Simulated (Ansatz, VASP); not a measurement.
## W: VASP beside Ansatz

Contents of INCAR:

```
PREC = Accurate
ENCUT = 520
EDIFF = 1E-6
ISMEAR = 0
SIGMA = 0.1
LREAL = False
LASPH = True
NELM = 60
ALGO = Fast
ISIF = 2
LWAVE = False
LCHARG = False
GGA = PE
NBANDS = 13
```

Contents of KPOINTS:

```
regular mesh
0
Gamma
  18 18 18
```

The input POSCAR:

```
W
1.0
   -1.5608016950      1.5608016950      1.5608016950
    1.5608016950     -1.5608016950      1.5608016950
    1.5608016950      1.5608016950     -1.5608016950
W
1
Direct
    0.0000000000      0.0000000000      0.0000000000
```

Input for Ansatz:

```yaml
crystal:
  lattice:
    - [-1.560801695, 1.560801695, 1.560801695]
    - [1.560801695, -1.560801695, 1.560801695]
    - [1.560801695, 1.560801695, -1.560801695]
  atoms:
    - { symbol: W, position: [0.0, 0.0, 0.0] }
basis:
  ecutwfc: 420
kpoints:
  mp_grid: { grid: [18, 18, 18] }
hamiltonian:
  xc: pbe
scf:
  occupations: { method: gaussian, width: 0.1 }
output:
  forces: true
  stress: true
  eigenvalues: true
```

Alike in both runs: task single point; functional PBE; k mesh 18 × 18 × 18; occupations gaussian, width 0.1 eV; no spin polarisation.

```csv
,VASP,Ansatz
version,VASP 6.6.1,Ansatz 0.2.0
potentials or method,"VASP PAW PBE potentials, release 64 (W_sv), cutoff 520 eV","scalar-relativistic, plane waves, PAW"
valence electrons in the cell,14,14
```

```csv
,VASP,Ansatz,Ansatz less VASP
gap on the k mesh at the Fermi level (eV),none,none,-
pressure (GPa),21.2,20.4,-0.77
```

A gap of «none» marks a metal or a gap that the smearing closes. The functional is the same, so the differences come from potentials, cutoffs and numerics.

Neither program's run includes spin-orbit coupling.
